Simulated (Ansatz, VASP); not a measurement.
**RbCl: VASP beside Ansatz**

```xyz
2
Lattice="0.0000 3.2740 3.2740 3.2740 0.0000 3.2740 3.2740 3.2740 0.0000" Properties=species:S:1:pos:R:3 pbc="T T T"
Rb    0.0000    0.0000    0.0000
Cl    3.2740    3.2740    3.2740
```

Alike in both runs: task electric field gradients; functional PBEsol; k mesh 7 × 7 × 7; occupations fermi-dirac, width 0.02 eV; no spin polarisation.

|  | VASP | Ansatz |
| --- | --- | --- |
| version | VASP 6.6.1 | Ansatz 0.2.0 |
| potentials or method | VASP PAW PBE potentials, release 64 (Rb_sv, Cl) | PAW with Ansatz's default frozen-core files, scalar-relativistic |
| plane-wave cutoff (eV) | 400 | 420 |
| valence electrons in the cell | 16 | 16 |

|  | VASP | Ansatz | Ansatz less VASP |
| --- | --- | --- | --- |
| gap on the k mesh at the Fermi level (eV) | 4.89 | 4.89 | +0.004 |
| pressure (GPa) | 0.0 | 0.0 | -0.03 |

VASP's potentials were made for PBE, not for PBEsol.
